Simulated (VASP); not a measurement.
SnSe: single point with BLYP+D3(BJ)

SnSe:

```
CELL_PARAMETERS angstrom
0.00000 2.98980 2.98980
2.98980 0.00000 2.98980
2.98980 2.98980 0.00000
ATOMIC_POSITIONS crystal
Sn 0.00000 0.00000 0.00000
Se 0.50000 0.50000 0.50000
```

```yaml
Program: VASP 6.6.1
Task: single point
Functional: BLYP
Dispersion: D3(BJ)
Potentials_or_basis: VASP PAW PBE potentials, release 64 (Sn_d, Se)
Cutoff: 520 eV
k_mesh: 8 × 8 × 8
Occupations: fermi-dirac, width 0.05 eV
Spin: no spin polarisation
Dipole_correction: no
Further_INCAR_settings: ALGO = Normal; EDIFF = 1e-07; NBANDS = 17
```

```yaml
Pressure: 1.1 GPa
Band_gap_on_the_k_mesh: 0.48 eV, direct
Dispersion_energy_per_atom: -0.835 eV
```

Levels at points of the mesh, in eV from the valence-band top:
```csv
k point,band 8,band 9,band 10,band 11,band 12,band 13
"(0.00, 0.00, 0.00)",-2.35,-2.35,-2.35,4.19,4.19,4.19
"(0.50, 0.00, 0.00)",-2.07,-2.07,0.00,0.48,1.13,1.13
"(0.50, 0.50, 0.00)",-5.61,-3.80,-3.80,3.20,5.26,5.26
```

Wall time 24 s on 1 thread of Intel(R) Xeon(R) Platinum 8488C (Sapphire Rapids), on a shared host, peak memory 0.19 GiB.

Caveat: the PAW data sets were made with another functional, which shifts forces and pressure a little; spin-orbit coupling is left out, which moves the levels of the heavy elements. A k mesh can miss the band edges.
